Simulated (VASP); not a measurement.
Here is a VASP 6.6.1 calculation.

The input POSCAR:

```
MoS2
1.0
    3.1690000000      0.0000000000      0.0000000000
   -1.5845000000      2.7444345046      0.0000000000
    0.0000000000      0.0000000000     12.3240000000
Mo S
2 4
Direct
    0.6666666667      0.3333333333      0.7500000000
    0.3333333333      0.6666666667      0.2500000000
    0.6666666667      0.3333333333      0.3770000000
    0.3333333333      0.6666666667      0.8770000000
    0.6666666667      0.3333333333      0.1230000000
    0.3333333333      0.6666666667      0.6230000000
```

Contents of INCAR.step1:

```
SYSTEM = MoS2
  PREC = Accurate
  ENCUT = 520
  ISMEAR = -1
  SIGMA = 0.05
  LREAL = .FALSE.
  LASPH = .TRUE.
  NELM = 80
  NBANDS = 35
  GGA = PE
  ALGO = Normal
  EDIFF = 1E-4
  LWAVE = .TRUE.
  LCHARG = .FALSE.
```

The input INCAR.step2:

```
SYSTEM = MoS2
  PREC = Accurate
  ENCUT = 520
  EDIFF = 1E-7
  ISMEAR = -1
  SIGMA = 0.05
  LREAL = .FALSE.
  LASPH = .TRUE.
  NELM = 80
  ALGO = Normal
  ISIF = 2
  LWAVE = .FALSE.
  LCHARG = .FALSE.
  METAGGA = R2SCAN
  LMIXTAU = .TRUE.
  NBANDS = 35
  ISTART = 1
```

KPOINTS

```
regular mesh
0
G
  10 10 3
  0 0 0
```

Potentials or basis: VASP PAW PBE potentials, release 64 (Mo_sv, S).

Launch:

```console
$ cat potpaw_PBE.64/Mo_sv/POTCAR potpaw_PBE.64/S/POTCAR > POTCAR
$ cp INCAR.step1 INCAR
$ mpirun -np 1 vasp_std > vasp.out
$ cp INCAR.step2 INCAR
$ mpirun -np 1 vasp_std > vasp.out
```

Question: Estimate the largest force.

Answer: 0.239 eV/Å.

Question: Estimate the band gap on the k mesh.

Answer: 1.04 eV (least direct gap 1.99 eV).

Question: Predict the pressure.

Answer: 0.8 GPa.

Stress tensor (GPa, compression positive):
```
 1.24  0.00  0.00
 0.00  1.24  0.00
 0.00  0.00 -0.04
```

Caveat: the PAW data sets were made with another functional, which shifts forces and pressure a little; an odd mesh through Γ misses points on the zone boundary, where band edges can lie.

**The experiment to reproduce.**

“Multiwavelength excitation Raman Scattering Analysis of bulk and 2 dimensional MoS2: Vibrational properties of atomically thin MoS2 layers”, 2015, arxiv:1506.03228 reports, for a bulk crystal of MoS2 at 300 K: band gap 1.3 eV (indirect).

A measured gap of MoS2 is 1.3 eV (indirect; 300 K; “Multiwavelength excitation Raman Scattering Analysis of bulk and 2 dimensional MoS2: Vibrational properties of atomically thin MoS2 layers”, 2015, arxiv:1506.03228); the calculated 1.04 eV misses it by -0.26 eV. Spin-orbit coupling on Mo is left out. The value is that of r2SCAN on a finite k mesh, which can miss the band edges, without temperature or zero-point motion.
